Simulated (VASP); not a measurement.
# Ru (P6_3/mmc) in VASP: a series of runs, part 2 of 2

VASP 6.6.1. Earlier steps stand in the parts before.

**4. Single point, PBEsol+D3(BJ)**

This run uses another cell than the first one, of 12.76 Å³/atom, 1.032 times its volume.

The input, INCAR:

```
SYSTEM = Ru
PREC = Accurate
ENCUT = 520
EDIFF = 1E-6
ISMEAR = -1
SIGMA = 0.05
LREAL = .FALSE.
LASPH = .TRUE.
NELM = 60
ALGO = Normal
ISIF = 2
LWAVE = .FALSE.
LCHARG = .FALSE.
GGA = PS
IVDW = 12
NBANDS = 21
```

The input, KPOINTS:

```
Automatic mesh
0
G
  11 11 6
  0 0 0
```

The input, POSCAR:

```
Ru
1.0
    2.6505640930      0.0000000000      0.0000000000
   -1.3252820465      2.2954558389      0.0000000000
    0.0000000000      0.0000000000      4.1944897589
Ru
2
Direct
    0.6666666667      0.3333333333      0.7500000000
    0.3333333333      0.6666666667      0.2500000000
```

Started as:

```console
> cat potpaw_PBE.64/Ru_pv/POTCAR > POTCAR
> mpirun -np 1 vasp_std > vasp.out
```

Run time: 11 s. Hardware: 1 thread of Intel Xeon 6975P-C (Granite Rapids), shared host; peak memory 0.16 GiB.

The run converged. Its results:

| Quantity | Value |
| --- | --- |
| Free energy | -21.5465 eV |
| Pressure | 8.7 GPa |
| Band gap on the k mesh | zero (band 14 reaches 15.53 eV, above the bottom of band 15 at 12.14 eV) |
| Dispersion energy per atom | -0.632 eV |

Stress tensor (GPa, compression positive):
```
8.33 0.00 0.00
0.00 8.33 0.00
0.00 0.00 9.32
```

Levels at points of the mesh, in eV from the Fermi level:
```csv
k point,band 11,band 12,band 13,band 14,band 15,band 16,band 17,band 18
"(0.00, 0.00, 0.00)",-2.59,-2.03,-2.03,-1.45,-1.45,1.38,1.38,1.39
"(0.00, 0.00, 0.50)",-2.97,-2.97,-2.87,-2.87,0.69,0.69,0.69,0.69
```

Caveat: the PAW data sets were made with another functional, which shifts forces and pressure a little; pairwise dispersion overbinds metals, which lowers pressure and volume.

**5. Single point, RPBE**

This run uses another cell than the first one, of 12.76 Å³/atom, 1.032 times its volume.

The input, INCAR:

```
ALGO = Fast ; EDIFF = 1E-7
ENCUT = 520 ; GGA = RP
ISIF = 2 ; ISMEAR = -1
LASPH = T ; LCHARG = F
LREAL = F ; LWAVE = F
NBANDS = 21 ; NELM = 80
PREC = Accurate ; SIGMA = 0.05
```

The input, KPOINTS:

```
k-points
0
Gamma
  11 11 6
```

POSCAR is that of step 4.

Started as:

```console
> cat potpaw_PBE.64/Ru_pv/POTCAR > POTCAR
> mpirun -np 1 vasp_std > vasp.out
```

Wall time 14 s (1 thread of Intel Xeon 6975P-C (Granite Rapids), shared host); peak memory 0.15 GiB.

The run converged. Its results:

| Quantity | Value |
| --- | --- |
| Free energy | -16.9418 eV |
| Pressure | 33.3 GPa |
| Band gap on the k mesh | zero (band 14 reaches 15.73 eV, above the bottom of band 15 at 12.36 eV) |

Stress tensor (GPa, compression positive):
```
32.74  0.00  0.00
 0.00 32.74  0.00
 0.00  0.00 34.42
```

Levels at points of the mesh, in eV from the Fermi level:
```csv
k point,band 11,band 12,band 13,band 14,band 15,band 16,band 17,band 18
"(0.00, 0.00, 0.00)",-2.58,-2.03,-2.03,-1.45,-1.45,1.36,1.36,1.46
"(0.00, 0.00, 0.50)",-2.96,-2.96,-2.83,-2.83,0.68,0.68,0.68,0.68
```

Caveat: the PAW data sets were made with another functional, which shifts forces and pressure a little.

**6. Single point, revPBE+D3(BJ)**

This run uses another cell than the first one, of 12.76 Å³/atom, 1.032 times its volume.

The input, INCAR:

```
SYSTEM = Ru
PREC     = Accurate       ! precision mode
ENCUT    = 520            ! plane-wave cutoff, eV
EDIFF    = 1E-6           ! SCF threshold, eV
ISMEAR   = -1             ! smearing method
SIGMA    = 0.05           ! smearing width, eV
LREAL    = .FALSE.        ! projectors in reciprocal space
LASPH    = .TRUE.         ! aspherical terms in the spheres
NELM     = 80             ! most SCF steps
ALGO     = Normal         ! electronic algorithm
ISIF     = 2              ! what is computed and relaxed
LWAVE    = .FALSE.        ! write WAVECAR
LCHARG   = .FALSE.        ! write CHGCAR
GGA      = RE             ! functional
IVDW     = 12             ! dispersion correction
NBANDS   = 21             ! bands
```

The input, KPOINTS:

```
regular mesh
0
G
  11 11 6
  0 0 0
```

POSCAR is that of step 5.

Potentials or basis: VASP PAW PBE potentials, release 64 (Ru_pv).

Started as:

```console
> cat potpaw_PBE.64/Ru_pv/POTCAR > POTCAR
> mpirun -np 1 vasp_std > vasp.out
```

OUTCAR:

```text
SYSTEM = Ru
   PREC = Accurate
   ENCUT = 520
   EDIFF = 1E-6
   ISMEAR = -1
   LREAL = .FALSE.
   LASPH = .TRUE.
   NELM = 80
   ISIF = 2
   GGA = RE
   IVDW = 12
 IVDW          = 12

 ion  position               nearest neighbor table
   1  0.667  0.333  0.750-   2 2.60   2 2.60   2 2.60   2 2.60   2 2.60   2 2.60
   2  0.333  0.667  0.250-   1 2.60   1 2.60   1 2.60   1 2.60   1 2.60   1 2.60

  LATTYP: Found a hexagonal cell.
 ALAT       =     2.6505640930
 C/A-ratio  =     1.5824894670

  Lattice vectors:

 A1 = (   2.6505640930,   0.0000000000,   0.0000000000)
 A2 = (  -1.3252820465,   2.2954558389,   0.0000000000)
 A3 = (   0.0000000000,   0.0000000000,   4.1944897589)

Analysis of symmetry for initial positions (statically):
=====================================================================
 Subroutine PRICEL returns:
 Original cell was already a primitive cell.

 Routine SETGRP: Setting up the symmetry group for a
 hexagonal supercell.

 Subroutine GETGRP returns: Found 24 space group operations
 (whereof 12 operations were pure point group operations)
 out of a pool of 24 trial point group operations.

The static configuration has the point symmetry D_3d.
[... 161 lines left out ...]
  energy without entropy =      -17.21988613  energy(sigma->0) =      -17.22750129

 E-fermi :  13.9896     XC(G=0): -14.4581

 val. band max:       13.9687455302   @ k =   0.2727   0.0000   0.0000
 cond. band min:      14.0004175917   @ k =   0.2727   0.1818   0.1667
 fundamental gap:      0.0316720614
 Fermi energy:        13.9896280591

 k-point     1 :       0.0000    0.0000    0.0000
  band No.  band energies     occupation
      1     -29.8461      2.00000
      2     -28.7054      2.00000
      3     -28.7054      2.00000
      4     -28.4998      2.00000
      5     -28.4998      2.00000
      6     -28.4471      2.00000
[... 565 lines left out ...]
     20      24.4729      0.00000
     21      26.4837      0.00000

 [... further k-points ...]

------------------------ aborting loop because EDIFF is reached ----------------------------------------

 Edisp (eV)   -2.52068

 E8    (eV) :    -1.8014

  FORCE on cell =-STRESS in cart. coord.  units (eV):
  Direction    XX          YY          ZZ          XY          YZ          ZX
  --------------------------------------------------------------------------------------
  -------------------------------------------------------------------------------------
  Total       2.36450     2.36450     2.61648     0.00000    -0.00000     0.00000
  in kB     148.44426   148.44426   164.26376     0.00000    -0.00000     0.00000
  external pressure =      153.72 kB  Pullay stress =        0.00 kB

 VOLUME and BASIS-vectors are now :
 -----------------------------------------------------------------------------
  energy-cutoff  :      520.00
  volume of cell :       25.52
      direct lattice vectors                 reciprocal lattice vectors
     2.650564093  0.000000000  0.000000000     0.377278181  0.217821659  0.000000000
    -1.325282046  2.295455839  0.000000000     0.000000000  0.435643319  0.000000000
     0.000000000  0.000000000  4.194489759     0.000000000  0.000000000  0.238408020

 POSITION                                       TOTAL-FORCE (eV/Angst)
 -----------------------------------------------------------------------------------
      1.32528      0.76515      3.14587        -0.000000      0.000000      0.000000
     -0.00000      1.53030      1.04862         0.000000     -0.000000      0.000000
 -----------------------------------------------------------------------------------
    total drift:                               -0.000000      0.000000     -0.000000

  FREE ENERGIE OF THE ION-ELECTRON SYSTEM (eV)
  ---------------------------------------------------
  free  energy   TOTEN  =       -19.7557923014 eV

  energy  without entropy=      -19.7405619744  energy(sigma->0) =      -19.74817714
```

stdout:

```text
POSCAR found type information on POSCAR Ru
 POSCAR found :  1 types and       2 ions
 scaLAPACK will be used
 -----------------------------------------------------------------------------
|                                                                             |
|                                                                             |
|     You enforced a specific xc type in the INCAR file but a different       |
|     I HOPE YOU KNOW WHAT YOU ARE DOING!                                     |
|                                                                             |
 -----------------------------------------------------------------------------

 LDA part: xc-table for (Slater+PW92), standard interpolation
 POSCAR, INCAR and KPOINTS ok, starting setup
 FFT: planning ... GRIDC
 FFT: planning ... GRID_SOFT
 FFT: planning ... GRID
 WAVECAR not read
 entering main loop
```

Wall time 13 s (1 thread of Intel Xeon 6975P-C (Granite Rapids), shared host); peak memory 0.16 GiB.

What came out:

- Free energy: -19.7558 eV
- Pressure: 15.4 GPa
- Band gap on the k mesh: zero (band 14 reaches 15.71 eV, above the bottom of band 15 at 12.34 eV)
- Dispersion energy per atom: -1.260 eV

Caveat: the PAW data sets were made with another functional, which shifts forces and pressure a little; pairwise dispersion overbinds metals, which lowers pressure and volume.

**7. Overview**

| level | cell | gap on the mesh (eV) | pressure (GPa) |
| --- | --- | --- | --- |
| RPBE+D3(BJ) | a = 2.618, b = 2.618, c = 4.167 Å, angles 90.0, 90.0, 120.0°, 2 atoms | none | 0.3 |
| PBE+D4 | a = 2.651, b = 2.651, c = 4.194 Å, angles 90.0, 90.0, 120.0°, 2 atoms | none | 22.0 |
| PBEsol+D3(BJ) | a = 2.651, b = 2.651, c = 4.194 Å, angles 90.0, 90.0, 120.0°, 2 atoms | none | 8.7 |
| RPBE | a = 2.651, b = 2.651, c = 4.194 Å, angles 90.0, 90.0, 120.0°, 2 atoms | none | 33.3 |
| revPBE+D3(BJ) | a = 2.651, b = 2.651, c = 4.194 Å, angles 90.0, 90.0, 120.0°, 2 atoms | none | 15.4 |

Alike in all rows: task single point; potentials or basis VASP PAW PBE potentials, release 64 (Ru_pv); no spin polarisation; k mesh 11 × 11 × 6; cutoff (eV) 520; smearing fermi-dirac 0.05 eV.

Caveats: the PAW data sets were made with another functional, which shifts forces and pressure a little (some runs); pairwise dispersion overbinds metals, which lowers pressure and volume (some runs).

Total energies depend on the potentials used, so only differences within one code and one set of settings carry meaning.
